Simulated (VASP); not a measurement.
Input of a VASP 6.6.1 run:

The input INCAR:

```
SYSTEM = WS2
PREC = Accurate
ENCUT = 520
EDIFF = 1E-6
ISMEAR = 0
SIGMA = 0.05
LREAL = .False.
LASPH = .True.
NELM = 100
ALGO = Normal
ISIF = 2
LWAVE = .False.
LCHARG = .True.
LELF = .True.
LVHAR = .True.
NBANDS = 35
```

The input KPOINTS:

```
Automatic mesh
0
Gamma
  12 12 4
  0 0 0
```

File POSCAR:

```
WS2
1.0
    3.1541676745      0.0000000000      0.0000000000
   -1.5770838372      2.7315893339      0.0000000000
    0.0000000000      0.0000000000     12.2592083320
W S
2 4
Direct
    0.3333333333      0.6666666667      0.2500000000
    0.6666666667      0.3333333333      0.7500000000
    0.3333333333      0.6666666667      0.6077145164
    0.6666666667      0.3333333333      0.1077145164
    0.3333333333      0.6666666667      0.8922854836
    0.6666666667      0.3333333333      0.3922854836
```

Potentials or basis: VASP PAW LDA potentials, release 64 (W_sv, S).

Run with:

```console
$ cat potpaw_LDA.64/W_sv/POTCAR potpaw_LDA.64/S/POTCAR > POTCAR
$ mpirun -np 1 vasp_std > vasp.out
```

Problem. Estimate the band gap on the k mesh.

Solution. 0.68 eV (least direct gap 1.42 eV).

Problem. Predict the largest force.

Solution. 3.086 eV/Å.

Stress tensor (GPa, compression positive):
```
-12.10   0.00   0.00
  0.00 -12.10   0.00
  0.00   0.00 -30.44
```

Caveat: the cell differs from its parent crystal (atoms shifted along a free coordinate); the stress differs along the axes, from -30 to -12 GPa; spin-orbit coupling is left out, which moves the levels of the heavy elements; forces of over 1 eV/Å act on the atoms, so gaps and moduli don't describe the material at rest. A k mesh can miss the band edges.
